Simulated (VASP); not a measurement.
# LiBr (Fm-3m) in VASP: a series of runs, part 2 of 2

VASP 6.6.1. Earlier steps stand in the parts before.

## Step 3: Single point, r2SCAN

The input, POSCAR:

```
LiBr
1.0
    0.0000000000      2.7397228960      2.7397228960
    2.7397228960      0.0000000000      2.7397228960
    2.7397228960      2.7397228960      0.0000000000
Li Br
1 1
Direct
    0.0000000000      0.0000000000      0.0000000000
    0.5000000000      0.5000000000      0.5000000000
```

The input, INCAR.step1:

```
SYSTEM = LiBr
ALGO = Normal ; EDIFF = 1E-5
ENCUT = 830 ; GGA = PE
GGA_COMPAT = .FALSE. ; ISMEAR = 0
LASPH = .TRUE. ; LCHARG = .FALSE.
LREAL = .FALSE. ; LWAVE = .TRUE.
NBANDS = 12 ; NELM = 120
PREC = Accurate ; SIGMA = 0.02
```

The input, INCAR.step2:

```
SYSTEM = LiBr
ALGO = Normal ; EDIFF = 1E-6
ENCUT = 830 ; GGA_COMPAT = .FALSE.
ISIF = 2 ; ISMEAR = 0
ISTART = 1 ; LASPH = .TRUE.
LCHARG = .FALSE. ; LMIXTAU = .TRUE.
LREAL = .FALSE. ; LWAVE = .FALSE.
METAGGA = R2SCAN ; NBANDS = 12
NELM = 120 ; PREC = Accurate
SIGMA = 0.02
```

The input, KPOINTS:

```
k-points
0
G
  8 8 8
  0 0 0
```

Potentials or basis: VASP PAW PBE potentials, release 64 (Li_sv, Br).

Launch:

```bash
cat potpaw_PBE.64/Li_sv/POTCAR potpaw_PBE.64/Br/POTCAR > POTCAR
cp INCAR.step1 INCAR
mpirun -np 1 vasp_std > vasp.out
cp INCAR.step2 INCAR
mpirun -np 1 vasp_std > vasp.out
```

OUTCAR:

```text
SYSTEM = LiBr
   EDIFF = 1E-6
   ENCUT = 830
   ISIF = 2
   ISMEAR = 0
   ISTART = 1
   LASPH = .TRUE.
   LREAL = .FALSE.
   METAGGA = R2SCAN
   NELM = 120
   PREC = Accurate

 ion  position               nearest neighbor table
   1  0.000  0.000  0.000-
   2  0.500  0.500  0.500-

  LATTYP: Found a face centered cubic cell.
 ALAT       =     5.4794457920

  Lattice vectors:

 A1 = (   0.0000000000,   2.7397228960,   2.7397228960)
 A2 = (   2.7397228960,   0.0000000000,   2.7397228960)
 A3 = (   2.7397228960,   2.7397228960,   0.0000000000)

Analysis of symmetry for initial positions (statically):
=====================================================================
 Subroutine PRICEL returns:
 Original cell was already a primitive cell.

 Routine SETGRP: Setting up the symmetry group for a
 face centered cubic supercell.

 Subroutine GETGRP returns: Found 48 space group operations
 (whereof 48 operations were pure point group operations)
 out of a pool of 48 trial point group operations.

The static configuration has the point symmetry O_h .

[... 170 lines left out ...]
      2     -13.9273      2.00000
      3       0.0142      2.00000
      4       0.0142      2.00000
      5       0.0142      2.00000
      6       5.9433      0.00000
      7      11.2400      0.00000
      8      11.2400      0.00000
      9      11.2400      0.00000
     10      13.5141      0.00000
     11      13.5141      0.00000
     12      13.5141      0.00000
[... 331 lines left out ...]
 k-point    24 :      -0.3750    0.2500    0.1250
  band No.  band energies     occupation
      1     -45.7037      2.00000
      2     -13.3227      2.00000
      3      -2.6420      2.00000
      4      -1.3585      2.00000
      5      -0.6170      2.00000
      6       7.8746      0.00000
      7       8.7218      0.00000
      8      10.0940      0.00000
      9      11.7034      0.00000
     10      14.5738      0.00000
     11      15.2121      0.00000
     12      17.6014      0.00000

 [... further k-points ...]

------------------------ aborting loop because EDIFF is reached ----------------------------------------

  FORCE on cell =-STRESS in cart. coord.  units (eV):
  Direction    XX          YY          ZZ          XY          YZ          ZX
  --------------------------------------------------------------------------------------
  -------------------------------------------------------------------------------------
  Total       -0.1022154     -0.1022154     -0.1022154     -0.0000000     -0.0000000      0.0000000
  in kB       -3.9817775     -3.9817775     -3.9817775     -0.0000000     -0.0000000      0.0000000
  external PRESSURE =      -3.9817775 kB  Pullay stress =       0.0000000 kB

 VOLUME and BASIS-vectors are now :
 -----------------------------------------------------------------------------
  energy-cutoff  :      830.00
  volume of cell :       41.13
      direct lattice vectors                 reciprocal lattice vectors
     0.000000000  2.739722896  2.739722896    -0.182500209  0.182500209  0.182500209
     2.739722896  0.000000000  2.739722896     0.182500209 -0.182500209  0.182500209
     2.739722896  2.739722896  0.000000000     0.182500209  0.182500209 -0.182500209

 POSITION                                       TOTAL-FORCE (eV/Angst)
 -----------------------------------------------------------------------------------
      0.00000      0.00000      0.00000         0.000000     -0.000000     -0.000000
      2.73972      2.73972      2.73972        -0.000000      0.000000      0.000000
 -----------------------------------------------------------------------------------
    total drift:                                0.000000      0.000000      0.000000

  FREE ENERGIE OF THE ION-ELECTRON SYSTEM (eV)
  ---------------------------------------------------
  free  energy   TOTEN  =       -19.1512144597 eV

  energy  without entropy=      -19.1512144597  energy(sigma->0) =      -19.15121446
```

OUTCAR.step1:

```text
SYSTEM = LiBr
   EDIFF = 1E-5
   ENCUT = 830
   GGA = PE
   ISMEAR = 0
   LASPH = .TRUE.
   LREAL = .FALSE.
[... 580 lines left out ...]
      0.00000      0.00000      0.00000         0.000000     -0.000000     -0.000000
      2.73972      2.73972      2.73972         0.000000      0.000000      0.000000
 -----------------------------------------------------------------------------------
    total drift:                                0.000000      0.000000      0.000000

  FREE ENERGIE OF THE ION-ELECTRON SYSTEM (eV)
  ---------------------------------------------------
  free  energy   TOTEN  =        -6.6402157834 eV

  energy  without entropy=       -6.6402157834  energy(sigma->0) =       -6.64021578
```

Wall time 3.5 min (1 thread of Intel Xeon 8259CL, shared host); peak memory 0.23 GiB.

Results:

* Free energy: -19.1512 eV
* Pressure: -0.4 GPa
* Band gap on the k mesh: 5.93 eV

Caveat: the PAW data sets were made with another functional, which shifts forces and pressure a little.

## Step 4: Single point, r2SCAN (21.18 Å³/atom)

This run uses another cell than the first one, of 21.18 Å³/atom.

The input, POSCAR:

```
LiBr
1.0
    0.0000000000      2.7668506295      2.7668506295
    2.7668506295      0.0000000000      2.7668506295
    2.7668506295      2.7668506295      0.0000000000
Li Br
1 1
Direct
    0.0000000000      0.0000000000      0.0000000000
    0.5000000000      0.5000000000      0.5000000000
```

The input, INCAR.step1:

```
SYSTEM = LiBr
PREC = Accurate ; ENCUT = 830
ISMEAR = 0 ; SIGMA = 0.02
LREAL = .FALSE. ; LASPH = .TRUE.
NELM = 120 ; NBANDS = 12
GGA = PE ; ALGO = Normal
EDIFF = 1E-5 ; LWAVE = .TRUE.
LCHARG = .FALSE. ; GGA_COMPAT = .FALSE.
```

The input, INCAR.step2:

```
SYSTEM = LiBr
PREC = Accurate ; ENCUT = 830
EDIFF = 1E-6 ; ISMEAR = 0
SIGMA = 0.02 ; LREAL = .FALSE.
LASPH = .TRUE. ; NELM = 120
ALGO = Normal ; ISIF = 2
LWAVE = .FALSE. ; LCHARG = .FALSE.
METAGGA = R2SCAN ; LMIXTAU = .TRUE.
NBANDS = 12 ; ISTART = 1
GGA_COMPAT = .FALSE.
```

The input, KPOINTS:

```
Automatic mesh
0
G
  8 8 8
  0 0 0
```

Launch:

```bash
cat potpaw_PBE.64/Li_sv/POTCAR potpaw_PBE.64/Br/POTCAR > POTCAR
cp INCAR.step1 INCAR
mpirun -np 1 vasp_std > vasp.out
cp INCAR.step2 INCAR
mpirun -np 1 vasp_std > vasp.out
```

Wall time 5.6 min (1 thread of Intel Xeon 8259CL, shared host); peak memory 0.27 GiB.

The run converged. Its results:

```yaml
Free_energy: -19.1449 eV
Pressure: -1.1 GPa
Band_gap_on_the_k_mesh: 5.79 eV
```

Levels at points of the mesh, in eV from the valence-band top:
```csv
k point,band 1,band 2,band 3,band 4,band 5,band 6,band 7,band 8,band 9,band 10
"(0.00, 0.00, 0.00)",-45.76,-13.84,0.00,0.00,0.00,5.79,11.20,11.20,11.20,13.36
"(0.50, 0.00, 0.00)",-45.76,-13.37,-2.81,-0.27,-0.27,6.37,8.88,8.88,12.80,15.03
"(0.50, 0.50, 0.00)",-45.76,-13.18,-2.82,-1.12,-1.12,7.07,7.77,12.56,13.52,13.52
```

Caveat: the PAW data sets were made with another functional, which shifts forces and pressure a little.
